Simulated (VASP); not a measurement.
A run of VASP 6.6.1 is set up as follows.

INCAR

```
PREC     = Accurate       # precision mode
ENCUT    = 520            # plane-wave cutoff, eV
EDIFF    = 1E-7           # SCF threshold, eV
ISMEAR   = -1             # smearing method
SIGMA    = 0.05           # smearing width, eV
LREAL    = False          # projectors in reciprocal space
LASPH    = True           # aspherical terms in the spheres
NELM     = 100            # most SCF steps
ALGO     = Normal         # electronic algorithm
ISIF     = 2              # what is computed and relaxed
LWAVE    = False          # write WAVECAR
LCHARG   = False          # write CHGCAR
GGA      = CA             # functional
NBANDS   = 21             # bands
```

File KPOINTS:

```
Automatic mesh
0
Gamma
  6 6 6
```

POSCAR

```
Ge
1.0
    0.0000000000      2.8147752533      2.8147752533
    2.8147752533      0.0000000000      2.8147752533
    2.8147752533      2.8147752533      0.0000000000
Ge
2
Direct
    0.5000000000      0.5000000000      0.5000000000
    0.7500000000      0.7500000000      0.7500000000
```

Potentials or basis: VASP PAW LDA potentials, release 64 (Ge_d).

The run is started by

```console
$ cat potpaw_LDA.64/Ge_d/POTCAR > POTCAR
$ mpirun -np 1 vasp_std > vasp.out
```

(1) Estimate the pressure.

(2) What does it give for the band gap on the k mesh?

Results:

(1) 0.0 GPa.

(2) zero (filled and empty bands touch).
